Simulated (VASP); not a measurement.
# Cu (I4/mmm) in VASP: a series of runs, part 3 of 3

VASP 6.6.1.

**6. Single point, PBE**

This run uses another cell than the first one, of 12.01 Å³/atom, 0.990 times its volume.

The input, INCAR:

```
SYSTEM = Cu
PREC = Accurate
ENCUT = 520
EDIFF = 1E-6
ISMEAR = 0
SIGMA = 0.15
LREAL = .False.
LASPH = .True.
NELM = 80
ALGO = Fast
ISIF = 2
LWAVE = .False.
LCHARG = .True.
GGA = PE
LELF = .True.
LVHAR = .True.
NBANDS = 18
```

The input, KPOINTS:

```
Automatic mesh
0
Gamma
  12 12 12
  0 0 0
```

The input, POSCAR:

```
Cu
1.0
    0.0000000000      0.0000000000     -2.7591133692
    0.0000000000     -2.9510604861      0.0000000000
   -2.9510604861      0.0000000000      0.0000000000
Cu
2
Direct
    0.5000000000      0.5000000000      0.5000000000
    0.0000000000      0.0000000000      0.0000000000
```

Potentials or basis: VASP PAW PBE potentials, release 64 (Cu).

Run with:

```console
$ cat potpaw_PBE.64/Cu/POTCAR > POTCAR
$ mpirun -np 1 vasp_std > vasp.out
```

OUTCAR:

```text
SYSTEM = Cu
   PREC = Accurate
   ENCUT = 520
   EDIFF = 1E-6
   ISMEAR = 0
   LREAL = .False.
   LASPH = .True.
   NELM = 80
   ISIF = 2
   GGA = PE

 ion  position               nearest neighbor table
   1  0.500  0.500  0.500-   2 2.50   2 2.50   2 2.50   2 2.50   2 2.50   2 2.50   2 2.50   2 2.50

   2  0.000  0.000  0.000-   1 2.50   1 2.50   1 2.50   1 2.50   1 2.50   1 2.50   1 2.50   1 2.50

  LATTYP: Found a simple tetragonal cell.
 ALAT       =     2.9510604861
 C/A-ratio  =     0.9349565630

  Lattice vectors:

 A1 = (   0.0000000000,  -2.9510604861,   0.0000000000)
 A2 = (  -2.9510604861,   0.0000000000,   0.0000000000)
 A3 = (   0.0000000000,   0.0000000000,  -2.7591133692)

Analysis of symmetry for initial positions (statically):
=====================================================================
 Subroutine PRICEL returns following result:

  LATTYP: Found a body centered tetragonal cell.
 ALAT       =     2.9510604861
 C/A-ratio  =     0.9349565630

  Lattice vectors:

 A1 = (  -1.4755302430,  -1.4755302430,   1.3795566846)
 A2 = (   1.4755302430,   1.4755302430,   1.3795566846)
 A3 = (  -1.4755302430,   1.4755302430,  -1.3795566846)

   2 primitive cells build up your supercell.

 Routine SETGRP: Setting up the symmetry group for a
 simple tetragonal supercell.

 Subroutine GETGRP returns: Found 16 space group operations
 (whereof 16 operations were pure point group operations)
 out of a pool of 16 trial point group operations.

The static configuration has the point symmetry D_4h.

Analysis of symmetry for dynamics (positions and initial velocities):
=====================================================================
 Subroutine PRICEL returns following result:

  LATTYP: Found a body centered tetragonal cell.
 ALAT       =     2.9510604861
 C/A-ratio  =     0.9349565630

  Lattice vectors:

 A1 = (  -1.4755302430,  -1.4755302430,   1.3795566846)
 A2 = (   1.4755302430,   1.4755302430,   1.3795566846)
 A3 = (  -1.4755302430,   1.4755302430,  -1.3795566846)

   2 primitive cells build up your supercell.

 Routine SETGRP: Setting up the symmetry group for a
 simple tetragonal supercell.

 Subroutine GETGRP returns: Found 16 space group operations
 (whereof 16 operations were pure point group operations)
 out of a pool of 16 trial point group operations.

The dynamic configuration has the point symmetry D_4h.

 Subroutine INISYM returns: Found 16 space group operations
 (whereof 16 operations are pure point group operations),
 and found     2 'primitive' translations

----------------------------------------------------------------------------------------

                                     Primitive cell

  volume of cell :      12.0142

  direct lattice vectors                    reciprocal lattice vectors
    -1.475530243 -1.475530243  1.379556685    -0.338861235  0.000000000  0.362435270
     1.475530243  1.475530243  1.379556685     0.000000000  0.338861235  0.362435270
    -1.475530243  1.475530243 -1.379556685    -0.338861235  0.338861235  0.000000000

  length of vectors
[... 26 lines left out ...]

  Shift w.r.t. Gamma in fractional coordinates (k-lattice)
     0.000000000  0.000000000  0.000000000

 Subroutine IBZKPT returns following result:
 ===========================================

 Found    196 irreducible k-points:

 Following reciprocal coordinates:
            Coordinates               Weight
  0.000000  0.000000  0.000000      1.000000
  0.083333  0.000000  0.000000      2.000000
  0.166667  0.000000  0.000000      2.000000
  0.250000  0.000000  0.000000      2.000000
  0.333333  0.000000  0.000000      2.000000
  0.416667  0.000000  0.000000      2.000000
[... 16 lines left out ...]
  0.083333  0.250000  0.000000      8.000000
  0.166667  0.250000  0.000000      8.000000
 [... further k-points ...]
   k-points           NKPTS =    196   k-points in BZ     NKDIM =    196   number of bands    NBANDS=     18
   number of dos      NEDOS =    301   number of ions     NIONS =      2
   total plane-waves  NPLWV =  13824
   dimension x,y,z NGX =    24 NGY =   24 NGZ =   24
   dimension x,y,z NGXF=    48 NGYF=   48 NGZF=   48
   ions per type =               2
   NGX,Y,Z   is equivalent  to a cutoff of  14.46, 13.52, 13.52 a.u.
   NGXF,Y,Z  is equivalent  to a cutoff of  28.92, 27.04, 27.04 a.u.
 SYSTEM =  Cu
   PREC   = accura    normal or accurate (medium, high low for compatibility)
   ISTART =      0    job   : 0-new  1-cont  2-samecut
   ICHARG =      2    charge: 1-file 2-atom 10-const
   ISPIN  =      1    spin polarized calculation?
   LNONCOLLINEAR =      F non collinear calculations
   LSORBIT =      F    spin-orbit coupling
   LASPH  =      T    aspherical Exc in radial PAW
   ENCUT  =  520.0 eV  38.22 Ry    6.18 a.u.   5.13  5.49  5.49*2*pi/ulx,y,z
   NELM   =     80;   NELMIN=  2; NELMDL= -5     # of ELM steps
   EDIFF  = 0.1E-05   stopping-criterion for ELM
   LREAL  =      F    real-space projection
   EDIFFG = 0.1E-04   stopping-criterion for IOM
   NSW    =      0    number of steps for IOM
   IBRION =     -1    ionic relax: 0-MD 1-quasi-New 2-CG
   NFREE  =      0    steps in history (QN), initial steepest desc. (CG)
   ISIF   =      2    stress and relaxation
   ISYM   =      2    0-nonsym 1-usesym 2-fastsym
   POTIM  = 0.5000    time-step for ionic-motion
   TEBEG  =    0.0;   TEEND  =   0.0 temperature during run
   PSTRESS=    0.0 pullay stress
   NELECT =      22.0000    total number of electrons
   NUPDOWN=      -1.0000    fix difference up-down
   EMIN   =  10.00;   EMAX   =-10.00  energy-range for DOS
   EFERMI =   0.00;   METHOD = LEGACY
   ISMEAR =     0;   SIGMA  =   0.15  broadening in eV -4-tet -1-fermi 0-gaus
   EFERMI_NEDOS =   21; number of points for ismear=-14 and -15
   IALGO  =     68    algorithm
   IMIX   =      4    mixing-type and parameters
     AMIX     =   0.40;   BMIX     =  1.00
     AMIX_MAG =   1.60;   BMIX_MAG =  1.00
  volume/ion in A,a.u.               =      12.01        81.08
  Fermi-wavevector in a.u.,A,eV,Ry     =   1.589671  3.004042 34.382637  2.527053
  Thomas-Fermi vector in A             =   2.688484
   LORBIT       =      0    0 simple, 1 ext, 2 COOP (PROOUT), +10 PAW based schemes
   GGA     = PE    functional components
   LHFCALC =     F    Hartree Fock is set to
   AEXX    =    0.0000 exact exchange contribution
   IVDW    =     0    specifies the selected vdW correction
   LEPSILON=     F    determine dielectric tensor
   LRPA    =     F    only Hartree local field effects (RPA)
 non-spin polarized calculation
 RMM-DIIS sequential band-by-band and
 Gauss-broadening in eV      SIGMA  =   0.15
  energy-cutoff  :      520.00
  volume of cell :       24.03
 maximum number of plane-waves:       662
 NGX is ok and might be reduce to    24
   NGX = 11   NGY = 11   NGZ = 11

 number of electron      22.0000030 magnetization

 Free energy of the ion-electron system (eV)
  ---------------------------------------------------
  ext. energy  EPLUGINS =         0.00000000
  ---------------------------------------------------
  free energy    TOTEN  =        -7.39011685 eV

  energy without entropy =       -7.38197122  energy(sigma->0) =       -7.38604404

 E-fermi :   7.3851     XC(G=0): -12.6278

 val. band max:        7.3561092506   @ k =   0.2500   0.4167   0.3333
 cond. band min:       7.3868663565   @ k =   0.5000   0.4167   0.0833
 fundamental gap:      0.0307571058
 Fermi energy:         7.3850752233

 k-point     1 :       0.0000    0.0000    0.0000
  band No.  band energies     occupation
      1      -1.8409      2.00000
      2       2.8122      2.00000
      3       2.8678      2.00000
      4       4.1630      2.00000
      5       4.4227      2.00000
      6       4.4227      2.00000
[... 481 lines left out ...]
      5       4.3401      2.00000
      6       4.8334      2.00000
[... 10 lines left out ...]
     17      27.0578      0.00000
     18      27.2804      0.00000

 [... further k-points ...]

------------------------ aborting loop because EDIFF is reached ----------------------------------------

  FORCE on cell =-STRESS in cart. coord.  units (eV):
  Direction    XX          YY          ZZ          XY          YZ          ZX
  --------------------------------------------------------------------------------------
  -------------------------------------------------------------------------------------
  Total        0.2100204      0.2100204      0.1223043      0.0000000     -0.0000000      0.0000000
  in kB       14.0038132     14.0038132      8.1550456      0.0000000     -0.0000000      0.0000000
  external PRESSURE =      12.0542240 kB  Pullay stress =       0.0000000 kB

 VOLUME and BASIS-vectors are now :
 -----------------------------------------------------------------------------
  energy-cutoff  :      520.00
  volume of cell :       24.03
      direct lattice vectors                 reciprocal lattice vectors
     0.000000000  0.000000000 -2.759113369     0.000000000  0.000000000 -0.362435270
     0.000000000 -2.951060486  0.000000000     0.000000000 -0.338861235  0.000000000
    -2.951060486  0.000000000  0.000000000    -0.338861235  0.000000000  0.000000000

 POSITION                                       TOTAL-FORCE (eV/Angst)
 -----------------------------------------------------------------------------------
     -1.47553     -1.47553     -1.37956         0.000000      0.000000      0.000000
      0.00000      0.00000      0.00000        -0.000000     -0.000000     -0.000000
 -----------------------------------------------------------------------------------
    total drift:                                0.000000     -0.000000     -0.000000

  FREE ENERGIE OF THE ION-ELECTRON SYSTEM (eV)
  ---------------------------------------------------
  free  energy   TOTEN  =        -7.3901168512 eV

  energy  without entropy=       -7.3819712216  energy(sigma->0) =       -7.38604404
```

stdout:

```text
POSCAR found type information on POSCAR Cu
 POSCAR found :  1 types and       2 ions
 scaLAPACK will be used
 LDA part: xc-table for (Slater+PW92), standard interpolation
 POSCAR, INCAR and KPOINTS ok, starting setup
 FFT: planning ... GRIDC
 FFT: planning ... GRID_SOFT
 FFT: planning ... GRID
 WAVECAR not read
 entering main loop
```

Wall time 24 s (1 thread of Intel Xeon 6975P-C (Granite Rapids), shared host); peak memory 0.18 GiB.

What came out:

| Property | Result |
| --- | --- |
| Free energy | -7.3901 eV |
| Pressure | 1.2 GPa |
| Band gap on the k mesh | zero (band 11 reaches 13.51 eV, above the bottom of band 12 at 5.91 eV) |

**7. Summary**

| cell | k mesh | smearing | further INCAR settings | gap on the mesh (eV) | pressure (GPa) |
| --- | --- | --- | --- | --- | --- |
| a = 2.951, b = 2.951, c = 2.787 Å, 2 atoms | 14 × 14 × 16 | gaussian 0.1 eV | ALGO = Fast; EDIFF = 1e-06; NBANDS = 18 | none | -0.3 |
| a = 2.951, b = 2.951, c = 2.814 Å, 2 atoms | 14 × 14 × 16 | gaussian 0.1 eV | ALGO = Fast; EDIFF = 1e-06; NBANDS = 18 | none | -1.6 |
| a = 2.951, b = 2.951, c = 2.842 Å, 2 atoms | 14 × 14 × 16 | gaussian 0.1 eV | ALGO = Fast; EDIFF = 1e-06; NBANDS = 18 | none | -2.8 |
| a = 2.502 Å, angles 107.7, 107.7, 113.0°, 1 atom | 24 × 24 × 24 | fermi-dirac 0.15 eV | ALGO = Fast; EDIFF = 1e-06; NBANDS = 12 | none | 0.5 |
| a = 2.759, b = 2.951, c = 2.951 Å, 2 atoms | 12 × 12 × 12 | gaussian 0.15 eV | ALGO = Fast; EDIFF = 1e-06; NBANDS = 18 | none | 1.2 |

Alike in all rows: task single point; level PBE; potentials or basis VASP PAW PBE potentials, release 64 (Cu); no spin polarisation; cutoff (eV) 520.

Total energies depend on the potentials used, so only differences within one code and one set of settings carry meaning.
